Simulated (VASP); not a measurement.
Input of a VASP 6.6.1 run:

Contents of INCAR:

```
SYSTEM = Zn
ALGO     = Normal         ! electronic algorithm
EDIFF    = 1E-6           ! SCF threshold, eV
ENCUT    = 520            ! plane-wave cutoff, eV
GGA      = PE             ! functional
ISIF     = 2              ! what is computed and relaxed
ISMEAR   = -1             ! smearing method
LASPH    = .TRUE.         ! aspherical terms in the spheres
LCHARG   = .TRUE.         ! write CHGCAR
LELF     = .TRUE.         ! ELF
LREAL    = .FALSE.        ! projectors in reciprocal space
LVHAR    = .TRUE.       
LWAVE    = .FALSE.        ! write WAVECAR
NBANDS   = 12             ! bands
NELM     = 80             ! most SCF steps
PREC     = Accurate       ! precision mode
SIGMA    = 0.1            ! smearing width, eV
```

Contents of KPOINTS:

```
k-points
0
G
  16 16 15
  0 0 0
```

The input POSCAR:

```
Zn
1.0
    2.2719558555      0.0000000000      0.0000000000
   -1.1359779278      1.9675714871      0.0000000000
    0.0000000000      0.0000000000      2.2852928362
Zn
1
Direct
    0.0000000000      0.0000000000      0.0000000000
```

Potentials or basis: VASP PAW PBE potentials, release 64 (Zn).

Launch:

```bash
$ cat potpaw_PBE.64/Zn/POTCAR > POTCAR
$ mpirun -np 1 vasp_std > vasp.out
```

Problem. Estimate the band gap on the k mesh.

Solution. Zero (band 6 reaches 11.25 eV, above the bottom of band 7 at 3.48 eV).

Problem. What does it give for the pressure?

Solution. 102.2 GPa.

Stress tensor (GPa, compression positive):
```
102.47   0.00   0.00
  0.00 102.47   0.00
  0.00   0.00 101.56
```
